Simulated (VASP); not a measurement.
Write the native input for VASP 6.6.1 that does the following.

```
Task                   : single point
Functional             : PBE
Potentials or basis    : VASP PAW PBE potentials, release 64 (Sr_sv, Ta_pv)
Cutoff                 : 520 eV
k mesh                 : 16 × 16 × 12
Occupations            : gaussian, width 0.1 eV
Spin                   : no spin polarisation
Dipole correction      : no
Further INCAR settings : ALGO = Fast; EDIFF = 1e-06; NBANDS = 18
```

The structure of SrTa lies in POSCAR:

```
SrTa
1.0
    3.0122024635      0.0000000000      0.0000000000
    0.0000000000      3.0122024635      0.0000000000
    0.0000000000      0.0000000000      5.6351336023
Sr Ta
1 1
Direct
    0.5000000000      0.5000000000      0.5000000000
    0.0000000000      0.0000000000      0.0000000000
```

These files were run (other wordings do the same):

INCAR

```
SYSTEM = SrTa
PREC = Accurate
ENCUT = 520
EDIFF = 1E-6
ISMEAR = 0
SIGMA = 0.1
LREAL = .False.
LASPH = .True.
NELM = 60
ALGO = Fast
ISIF = 2
LWAVE = .False.
LCHARG = .True.
GGA = PE
LELF = .True.
LVHAR = .True.
NBANDS = 18
```

KPOINTS

```
Automatic mesh
0
Gamma
  16 16 12
  0 0 0
```

Potentials or basis: VASP PAW PBE potentials, release 64 (Sr_sv, Ta_pv).

Command:

```bash
$ cat potpaw_PBE.64/Sr_sv/POTCAR potpaw_PBE.64/Ta_pv/POTCAR > POTCAR
$ mpirun -np 1 vasp_std > vasp.out
```

It gave:

The pressure is 0.2 GPa and the band gap on the k mesh is zero (an odd number of electrons rules out a gap without spin polarisation).

Caveat: spin-orbit coupling is left out, which moves the levels of the heavy elements.

It took 4.7 min on 1 thread of Oxide Virtual Turin-like Processor, with other jobs on the host, peak memory 0.37 GiB.
